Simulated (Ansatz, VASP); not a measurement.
## Ca3CdF8: VASP beside Ansatz

The input POSCAR:

```
Ca3CdF8
1.0
    3.8394895840     -5.4268061171      0.0000000000
    3.8394895840      5.4268061171      0.0000000000
    0.0000000000      0.0000000000      3.8351427833
Ca F Cd
3 8 1
Direct
    0.0000000000      0.5000000000      0.0000000000
    0.5000000000      0.5000000000      0.5000000000
    0.5000000000      0.0000000000      0.0000000000
    0.3738459558      0.1242917425      0.5000000000
    0.1242917425      0.3738459558      0.5000000000
    0.8756615817      0.1243384183      0.0000000000
    0.6253653429      0.3746346571      0.0000000000
    0.3746346571      0.6253653429      0.0000000000
    0.1243384183      0.8756615817      0.0000000000
    0.8757082575      0.6261540442      0.5000000000
    0.6261540442      0.8757082575      0.5000000000
    0.0000000000      0.0000000000      0.5000000000
```

The input INCAR.step1:

```
SYSTEM = Ca3CdF8
  PREC = Accurate
  ENCUT = 520
  ISMEAR = 0
  SIGMA = 0.01
  LREAL = .False.
  LASPH = .True.
  NELM = 100
  NBANDS = 61
  GGA = PE
  ALGO = Normal
  EDIFF = 1E-4
  LWAVE = .True.
  LCHARG = .False.
```

INCAR.step2

```
SYSTEM = Ca3CdF8
  PREC = Accurate
  ENCUT = 520
  EDIFF = 1E-6
  ISMEAR = 0
  SIGMA = 0.01
  LREAL = .False.
  LASPH = .True.
  NELM = 100
  ALGO = Normal
  ISIF = 2
  LWAVE = .False.
  LCHARG = .False.
  METAGGA = R2SCAN
  LMIXTAU = .True.
  NBANDS = 61
  ISTART = 1
```

File KPOINTS:

```
Automatic mesh
0
Gamma
  4 4 6
  0 0 0
```

Input for Ansatz:

```yaml
crystal:
  lattice:
    - [3.839489584, -5.4268061171, 0.0]
    - [3.839489584, 5.4268061171, 0.0]
    - [0.0, 0.0, 3.8351427833]
  atoms:
    - { symbol: Ca, position: [0.0, 0.5, 0.0] }
    - { symbol: F, position: [0.3738459558, 0.1242917425, 0.5] }
    - { symbol: F, position: [0.1242917425, 0.3738459558, 0.5] }
    - { symbol: Ca, position: [0.5, 0.5, 0.5] }
    - { symbol: F, position: [0.8756615817, 0.1243384183, 0.0] }
    - { symbol: F, position: [0.6253653429, 0.3746346571, 0.0] }
    - { symbol: Cd, position: [0.0, 0.0, 0.5] }
    - { symbol: F, position: [0.3746346571, 0.6253653429, 0.0] }
    - { symbol: F, position: [0.1243384183, 0.8756615817, 0.0] }
    - { symbol: Ca, position: [0.5, 0.0, 0.0] }
    - { symbol: F, position: [0.8757082575, 0.6261540442, 0.5] }
    - { symbol: F, position: [0.6261540442, 0.8757082575, 0.5] }
kpoints:
  mp_grid: { grid: [4, 4, 6] }
  band_path:
    path:
      - [0.0, 0.0, 0.0]
      - [-0.5, 0.5, 0.0]
      - [-0.3751406437, 0.6248593563, 0.0]
      - [0.3751406437, 0.3751406437, 0.0]
      - [0.0, 0.0, 0.5]
      - [0.3751406437, 0.3751406437, 0.5]
      - [-0.3751406437, 0.6248593563, 0.5]
      - [-0.5, 0.5, 0.5]
      - [0.0, 0.5, 0.0]
      - [-0.125, 0.125, -0.5]
    npoints: 1
hamiltonian:
  xc: r2scan
scf:
  occupations: { method: fixed }
  n_extra_bands: 7
output:
  forces: true
  stress: true
  eigenvalues: true
```

Alike in both runs: task single point; functional r2SCAN; k mesh 4 × 4 × 6; no spin polarisation.

|  | VASP | Ansatz |
| --- | --- | --- |
| version | VASP 6.6.1 | Ansatz 0.2.0 |
| potentials or method | VASP PAW PBE potentials, release 64 (Ca_sv, F, Cd) | plane waves, PAW |
| plane-wave cutoff (eV) | 520 | 500 |
| occupations | gaussian, width 0.01 eV | fixed |
| valence electrons in the cell | 98 | 106 |

```csv
,VASP,Ansatz,Ansatz less VASP
gap on the k mesh at the Fermi level (eV),5.99,6.02,+0.031
pressure (GPa),0.7,0.0,-0.70
rms of the force components (eV/Å),0.006,0.000,-0.0055
```

VASP's potentials were made for PBE, not for r2SCAN. VASP's potentials hold 98 valence electrons a cell and Ansatz's 106, so a difference there can come from the potentials and not from the codes.
